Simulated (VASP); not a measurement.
Input of a VASP 6.6.1 run:

INCAR

```
ALGO     = Normal         # electronic algorithm
EDIFF    = 1E-6           # SCF threshold, eV
EDIFFG   = -0.002         # ionic threshold
ENCUT    = 600            # plane-wave cutoff, eV
GGA      = PS             # functional
IBRION   = 2              # ionic algorithm
ISIF     = 3              # what is computed and relaxed
ISMEAR   = -1             # smearing method
LASPH    = True           # aspherical terms in the spheres
LCHARG   = False          # write CHGCAR
LREAL    = False          # projectors in reciprocal space
LWAVE    = False          # write WAVECAR
NELM     = 60             # most SCF steps
NSW      = 100            # ionic steps
PREC     = Accurate       # precision mode
SIGMA    = 0.05           # smearing width, eV
```

KPOINTS

```
k-points
0
Gamma
  12 12 12
```

Contents of POSCAR:

```
GaP
1.0
    2.7252500000      2.7252500000      0.0000000000
   -2.7252500000      2.7252500000      0.0000000000
    0.0000000000      2.7252500000      2.7252500000
Ga P
1 1
Direct
    0.0000000000      0.0000000000      0.0000000000
    0.7500000000      0.2500000000      0.5000000000
```

Potentials or basis: VASP PAW PBE potentials, release 64 (Ga_d, P).

Run with:

```console
$ cat potpaw_PBE.64/Ga_d/POTCAR potpaw_PBE.64/P/POTCAR > POTCAR
$ mpirun -np 1 vasp_std > vasp.out
```

Task: Estimate the relaxed cell.

Result: a = 3.844 Å, b = 3.844 Å, c = 3.844 Å, α = 60.00°, β = 60.00°, γ = 90.00°.

Task: Predict the space group after relaxing (to 0.05 Å).

Result: F-43m (No. 216).

Task: Estimate the band gap on the k mesh.

Result: 1.46 eV, indirect (least direct gap 1.81 eV).

Final structure:
```yaml
crystal:
  lattice:
    - [2.71825, 2.71825, 0.00000]
    - [-2.71825, 2.71825, 0.00000]
    - [0.00000, 2.71825, 2.71825]
  atoms:
    - { symbol: Ga, position: [0.00000, 0.00000, 0.00000] }
    - { symbol: P, position: [0.75000, 0.25000, 0.50000] }
```

 Expect the measured gap to be larger: semilocal functionals such as PBEsol lack the derivative discontinuity.
